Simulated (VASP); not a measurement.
# Rh (Fm-3m) in VASP: further runs

Runs on Rh. Level: PBEsol. Tasks: relaxation of cell and atoms, single point.

Everything below comes from runs of VASP 6.6.1. Logs are shortened: lines on timing, memory, paths and dates and some standing lists are left out, and cuts for length are marked.

**1. The cell of the first run**

Symmetry: Fm-3m, No. 225, cubic system. Conventional cell: a = 3.780 Å, b = 3.780 Å, c = 3.780 Å, α = 90.00°, β = 90.00°, γ = 90.00°. Rh (site symmetry m-3m) has 12 Rh at 2.67 Å within 3.5 Å.

**2. Relaxation of cell and atoms, PBEsol**

Contents of INCAR:

```
SYSTEM = Rh
ALGO = Normal
EDIFF = 1E-7
EDIFFG = -0.1
ENCUT = 500
GGA = PS
GGA_COMPAT = .False.
IBRION = 2
ISIF = 3
ISMEAR = -1
LASPH = .True.
LCHARG = .False.
LREAL = .False.
LWAVE = .False.
NELM = 120
NELMIN = 4
NSW = 60
PREC = Accurate
SIGMA = 0.08
```

Contents of KPOINTS:

```
k-points
0
Gamma
  20 20 20
  0 0 0
```

Contents of POSCAR:

```
Rh
1.0
    0.0000000000      1.8901148648      1.8901148648
    1.8901148648      0.0000000000      1.8901148648
    1.8901148648      1.8901148648      0.0000000000
Rh
1
Direct
    0.0000000000      0.0000000000      0.0000000000
```

Potentials or basis: VASP PAW PBE potentials, release 64 (Rh_pv).

The run is started by

```sh
> cat potpaw_PBE.64/Rh_pv/POTCAR > POTCAR
> mpirun -np 1 vasp_std > vasp.out
```

OUTCAR:

```text
SYSTEM = Rh
   EDIFF = 1E-7
   EDIFFG = -0.1
   ENCUT = 500
   GGA = PS
   IBRION = 2
   ISIF = 3
   ISMEAR = -1
   LASPH = .True.
   LREAL = .False.
   NELM = 120
   NELMIN = 4
   NSW = 60
   PREC = Accurate

 ion  position               nearest neighbor table
   1  0.000  0.000  0.000-

  LATTYP: Found a face centered cubic cell.
 ALAT       =     3.7802297296

  Lattice vectors:

 A1 = (   0.0000000000,   1.8901148648,   1.8901148648)
 A2 = (   1.8901148648,   0.0000000000,   1.8901148648)
 A3 = (   1.8901148648,   1.8901148648,   0.0000000000)

Analysis of symmetry for initial positions (statically):
=====================================================================
 Subroutine PRICEL returns:
 Original cell was already a primitive cell.

 Routine SETGRP: Setting up the symmetry group for a
 face centered cubic supercell.

 Subroutine GETGRP returns: Found 48 space group operations
 (whereof 48 operations were pure point group operations)
 out of a pool of 48 trial point group operations.

The static configuration has the point symmetry O_h .

Analysis of symmetry for dynamics (positions and initial velocities):
=====================================================================
 Subroutine PRICEL returns:
 Original cell was already a primitive cell.

 Routine SETGRP: Setting up the symmetry group for a
 face centered cubic supercell.

 Subroutine GETGRP returns: Found 48 space group operations
 (whereof 48 operations were pure point group operations)
 out of a pool of 48 trial point group operations.

The dynamic configuration has the point symmetry O_h .

 Subroutine INISYM returns: Found 48 space group operations
 (whereof 48 operations are pure point group operations),
 and found     1 'primitive' translations

----------------------------------------------------------------------------------------

                                     Primitive cell

  volume of cell :      13.5050

  direct lattice vectors                    reciprocal lattice vectors
     0.000000000  1.890114865  1.890114865    -0.264534187  0.264534187  0.264534187
     1.890114865  0.000000000  1.890114865     0.264534187 -0.264534187  0.264534187
     1.890114865  1.890114865  0.000000000     0.264534187  0.264534187 -0.264534187

  length of vectors
     2.673026076  2.673026076  2.673026076     0.458186653  0.458186653  0.458186653

  position of ions in fractional coordinates (direct lattice)
     0.000000000  0.000000000  0.000000000

  ion indices of the primitive-cell ions
   primitive index   ion index
                 1           1

----------------------------------------------------------------------------------------

 KPOINTS: k-points

Automatic generation of k-mesh.
 Grid dimensions read from file:
 generate k-points for:   20   20   20

 Generating k-lattice:

  Cartesian coordinates                     Fractional coordinates (reciprocal lattice)
    -0.013226709  0.013226709  0.013226709     0.050000000  0.000000000  0.000000000
     0.013226709 -0.013226709  0.013226709     0.000000000  0.050000000  0.000000000
     0.013226709  0.013226709 -0.013226709     0.000000000  0.000000000  0.050000000

  Length of vectors
     0.022909333  0.022909333  0.022909333

  Shift w.r.t. Gamma in fractional coordinates (k-lattice)
     0.000000000  0.000000000  0.000000000

 Subroutine IBZKPT returns following result:
 ===========================================

 Found    256 irreducible k-points:

 Following reciprocal coordinates:
            Coordinates               Weight
  0.000000  0.000000  0.000000      1.000000
  0.050000  0.000000  0.000000      8.000000
  0.100000  0.000000  0.000000      8.000000
  0.150000  0.000000  0.000000      8.000000
  0.200000  0.000000  0.000000      8.000000
  0.250000  0.000000  0.000000      8.000000
[... 16 lines left out ...]
 -0.400000  0.050000  0.000000     24.000000
 -0.350000  0.050000  0.000000     24.000000
 [... further k-points ...]
   k-points           NKPTS =    256   k-points in BZ     NKDIM =    256   number of bands    NBANDS=     11
   number of dos      NEDOS =    301   number of ions     NIONS =      1
   total plane-waves  NPLWV =   8000
   dimension x,y,z NGX =    20 NGY =   20 NGZ =   20
   dimension x,y,z NGXF=    40 NGYF=   40 NGZF=   40
   ions per type =               1
   NGX,Y,Z   is equivalent  to a cutoff of  12.44, 12.44, 12.44 a.u.
   NGXF,Y,Z  is equivalent  to a cutoff of  24.88, 24.88, 24.88 a.u.
 SYSTEM =  Rh
   PREC   = accura    normal or accurate (medium, high low for compatibility)
   ISTART =      0    job   : 0-new  1-cont  2-samecut
   ICHARG =      2    charge: 1-file 2-atom 10-const
   ISPIN  =      1    spin polarized calculation?
   LNONCOLLINEAR =      F non collinear calculations
   LSORBIT =      F    spin-orbit coupling
   LASPH  =      T    aspherical Exc in radial PAW
   ENCUT  =  500.0 eV  36.75 Ry    6.06 a.u.   4.87  4.87  4.87*2*pi/ulx,y,z
   NELM   =    120;   NELMIN=  4; NELMDL= -5     # of ELM steps
   EDIFF  = 0.1E-06   stopping-criterion for ELM
   LREAL  =      F    real-space projection
   EDIFFG = -.1E+00   stopping-criterion for IOM
   NSW    =     60    number of steps for IOM
   IBRION =      2    ionic relax: 0-MD 1-quasi-New 2-CG
   NFREE  =      1    steps in history (QN), initial steepest desc. (CG)
   ISIF   =      3    stress and relaxation
   ISYM   =      2    0-nonsym 1-usesym 2-fastsym
   POTIM  = 0.5000    time-step for ionic-motion
   TEBEG  =    0.0;   TEEND  =   0.0 temperature during run
   PSTRESS=    0.0 pullay stress
   NELECT =      15.0000    total number of electrons
   NUPDOWN=      -1.0000    fix difference up-down
   EMIN   =  10.00;   EMAX   =-10.00  energy-range for DOS
   EFERMI =   0.00;   METHOD = LEGACY
   ISMEAR =    -1;   SIGMA  =   0.08  broadening in eV -4-tet -1-fermi 0-gaus
   EFERMI_NEDOS =   21; number of points for ismear=-14 and -15
   IALGO  =     38    algorithm
   IMIX   =      4    mixing-type and parameters
     AMIX     =   0.40;   BMIX     =  1.00
     AMIX_MAG =   1.60;   BMIX_MAG =  1.00
  volume/ion in A,a.u.               =      13.51        91.14
  Fermi-wavevector in a.u.,A,eV,Ry     =   1.695406  3.203853 39.108608  2.874402
  Thomas-Fermi vector in A             =   2.776456
   LORBIT       =      0    0 simple, 1 ext, 2 COOP (PROOUT), +10 PAW based schemes
   GGA     = PS    functional components
   LHFCALC =     F    Hartree Fock is set to
   AEXX    =    0.0000 exact exchange contribution
   IVDW    =     0    specifies the selected vdW correction
   LEPSILON=     F    determine dielectric tensor
   LRPA    =     F    only Hartree local field effects (RPA)
 conjugate gradient relaxation of ions
 non-spin polarized calculation
  energy-cutoff  :      500.00
  volume of cell :       13.51
 maximum number of plane-waves:       360
   NGX =  9   NGY =  9   NGZ =  9

 number of electron      15.0000006 magnetization

 Free energy of the ion-electron system (eV)
  ---------------------------------------------------
  ext. energy  EPLUGINS =         0.00000000
  ---------------------------------------------------
  free energy    TOTEN  =        -8.15125459 eV

  energy without entropy =       -8.12511839  energy(sigma->0) =       -8.13818649

 E-fermi :  12.0841     XC(G=0): -14.3336

 val. band max:       12.0786438224   @ k =   0.3500   0.0500   0.0000
 cond. band min:      12.0844551050   @ k =  -0.3000   0.3000   0.1000
 fundamental gap:      0.0058112825
 Fermi energy:        12.0840676535

 k-point     1 :       0.0000    0.0000    0.0000
  band No.  band energies     occupation
      1     -34.2769      2.00000
      2     -34.2769      2.00000
      3     -34.2769      2.00000
      4       3.8989      2.00000
      5       8.9050      2.00000
      6       8.9050      2.00000
      7       8.9050      2.00000
      8      11.0781      1.99999
      9      11.0781      1.99999
     10      28.0054      0.00000
     11      32.4077      0.00000

 k-point     2 :       0.0500    0.0000    0.0000
  band No.  band energies     occupation
      1     -34.2968      2.00000
      2     -34.2796      2.00000
      3     -34.2796      2.00000
      4       4.0020      2.00000
      5       8.8577      2.00000
      6       8.9461      2.00000
      7       8.9461      2.00000
      8      11.0543      1.99999
      9      11.0543      1.99999
     10      28.1590      0.00000
     11      32.5903      0.00000

 k-point     3 :       0.1000    0.0000    0.0000
  band No.  band energies     occupation
      1     -34.3543      2.00000
      2     -34.2873      2.00000
      3     -34.2873      2.00000
      4       4.3006      2.00000
      5       8.7348      2.00000
      6       9.0567      2.00000
      7       9.0567      2.00000
      8      10.9987      2.00000
      9      10.9987      2.00000
     10      28.5815      0.00000
     11      31.7062      0.00000

 k-point     4 :       0.1500    0.0000    0.0000
  band No.  band energies     occupation
      1     -34.4433      2.00000
      2     -34.2993      2.00000
      3     -34.2993      2.00000
      4       4.7564      2.00000
      5       8.5945      2.00000
      6       9.1951      2.00000
      7       9.1951      2.00000
      8      10.9612      2.00000
      9      10.9612      2.00000
     10      29.1401      0.00000
     11      30.2698      0.00000
[... 239 lines left out ...]
 k-point    22 :      -0.4500    0.0500    0.0000
  band No.  band energies     occupation
      1     -35.0460      2.00000
      2     -34.3996      2.00000
      3     -34.3849      2.00000
      4       5.8573      2.00000
      5       8.7784      2.00000
      6       8.9022      2.00000
      7      11.6859      1.98630
      8      12.5712      0.00453
      9      13.6341      0.00000
     10      21.0683      0.00000
     11      27.7019      0.00000

 k-point    23 :      -0.4000    0.0500    0.0000
  band No.  band energies     occupation
      1     -35.0043      2.00000
      2     -34.3967      2.00000
      3     -34.3757      2.00000
      4       5.9123      2.00000
      5       8.8536      2.00000
      6       8.9566      2.00000
      7      11.2114      1.99996
      8      12.2873      0.14618
      9      13.1805      0.00000
     10      22.1010      0.00000
     11      27.9711      0.00000

 k-point    24 :      -0.3500    0.0500    0.0000
  band No.  band energies     occupation
      1     -34.9308      2.00000
      2     -34.3884      2.00000
      3     -34.3624      2.00000
      4       5.9881      2.00000
      5       8.9712      2.00000
      6       9.0591      2.00000
      7      10.3869      2.00000
      8      11.8922      1.83341
      9      12.6584      0.00152
     10      23.5860      0.00000
     11      28.4543      0.00000

 [... further k-points ...]

------------------------ aborting loop because EDIFF is reached ----------------------------------------

  FORCE on cell =-STRESS in cart. coord.  units (eV):
  Direction    XX          YY          ZZ          XY          YZ          ZX
  --------------------------------------------------------------------------------------
  -------------------------------------------------------------------------------------
  Total        0.0105490      0.0105490      0.0105490      0.0000000      0.0000000     -0.0000000
  in kB        1.2514946      1.2514946      1.2514946      0.0000000      0.0000000     -0.0000000
  external PRESSURE =       1.2514946 kB  Pullay stress =       0.0000000 kB

 VOLUME and BASIS-vectors are now :
 -----------------------------------------------------------------------------
  energy-cutoff  :      500.00
  volume of cell :       13.51
      direct lattice vectors                 reciprocal lattice vectors
     0.000000000  1.890114865  1.890114865    -0.264534187  0.264534187  0.264534187
     1.890114865  0.000000000  1.890114865     0.264534187 -0.264534187  0.264534187
     1.890114865  1.890114865  0.000000000     0.264534187  0.264534187 -0.264534187

 POSITION                                       TOTAL-FORCE (eV/Angst)
 -----------------------------------------------------------------------------------
      0.00000      0.00000      0.00000         0.000000      0.000000      0.000000
 -----------------------------------------------------------------------------------
    total drift:                               -0.000000     -0.000000     -0.000000

  FREE ENERGIE OF THE ION-ELECTRON SYSTEM (eV)
  ---------------------------------------------------
  free  energy   TOTEN  =        -8.1512545864 eV

  energy  without entropy=       -8.1251183924  energy(sigma->0) =       -8.13818649

 reached required accuracy - stopping structural energy minimisation
```

It took 36 s on 1 thread of Oxide Virtual Turin-like, shared host; peak memory 0.12 GiB.

What came out:

- Free energy: -8.1513 eV
- Pressure after relaxing: 0.1 GPa
- Band gap on the k mesh: zero (an odd number of electrons rules out a gap without spin polarisation)

Final structure:
```
Rh
1.0
     0.00000    1.89011    1.89011
     1.89011    0.00000    1.89011
     1.89011    1.89011    0.00000
Rh
1
Direct
  0.00000 0.00000 0.00000
```

Levels at points of the mesh, in eV from the Fermi level:
| k point | band 3 | band 4 | band 5 | band 6 | band 7 | band 8 | band 9 | band 10 | band 11 |
| --- | --- | --- | --- | --- | --- | --- | --- | --- | --- |
| (0.00, 0.00, 0.00) | -46.36 | -8.19 | -3.18 | -3.18 | -3.18 | -1.01 | -1.01 | 15.92 | 20.32 |
| (0.50, 0.00, 0.00) | -46.47 | -6.31 | -3.25 | -3.25 | 0.60 | 0.60 | 0.63 | 8.78 | 15.43 |
| (0.50, 0.50, 0.00) | -46.65 | -6.52 | -6.14 | 0.58 | 1.03 | 1.03 | 3.20 | 12.46 | 13.34 |

Caveat: the PAW data sets were made with another functional, which shifts forces and pressure a little.

**3. Single point, PBEsol**

This run uses another cell than the first one: it holds 2 atoms, not 1.

Contents of INCAR:

```
SYSTEM = Rh
  PREC = Accurate
  ENCUT = 500
  EDIFF = 1E-6
  ISMEAR = -1
  SIGMA = 0.08
  LREAL = .False.
  LASPH = .True.
  NELM = 120
  ALGO = Normal
  ISIF = 2
  LWAVE = .False.
  LCHARG = .False.
  GGA = PS
  NBANDS = 22
  GGA_COMPAT = .False.
```

Contents of KPOINTS:

```
Automatic mesh
0
Gamma
  14 10 14
  0 0 0
```

Contents of POSCAR:

```
Rh
1.0
   -1.8904315232      1.8904315232      0.0000000000
    0.0000000000      0.0000000000      3.7808630465
    1.8904315232      1.8904315232      0.0000000000
Rh
2
Direct
    0.0000000000      0.0000000000      0.0000000000
    0.5000000000      0.5000000000      0.5000000000
```

Potentials or basis: VASP PAW PBE potentials, release 64 (Rh_pv).

The run is started by

```sh
> cat potpaw_PBE.64/Rh_pv/POTCAR > POTCAR
> mpirun -np 1 vasp_std > vasp.out
```

It took 93 s on 1 thread of Oxide Virtual Turin-like, shared host; peak memory 0.17 GiB.

Results (log left out):

```
Free energy            : -16.3011 eV
Pressure               : 0.0 GPa
Band gap on the k mesh : zero (bands 15 and 16 overlap by 2.54 eV)
```

Levels at points of the mesh, in eV from the Fermi level:
```
           k point  band 13  band 14  band 15  band 16  band 17  band 18
(0.00, 0.00, 0.00)    -1.00    -1.00     0.59     1.04     1.04     3.21
(0.50, 0.00, 0.00)    -1.94    -1.94    -1.12    -1.12     3.12     3.12
(0.00, 0.50, 0.00)    -1.50    -1.50    -1.50    -1.50    -0.25    -0.25
(0.50, 0.50, 0.00)     0.61     0.61     0.61     0.61     0.64     0.64
(0.50, 0.00, 0.50)     1.04     1.04     1.04     1.04     3.21     3.21
(0.50, 0.50, 0.50)    -1.23    -1.23     1.04     1.04     9.71     9.71
```

Caveat: the PAW data sets were made with another functional, which shifts forces and pressure a little.
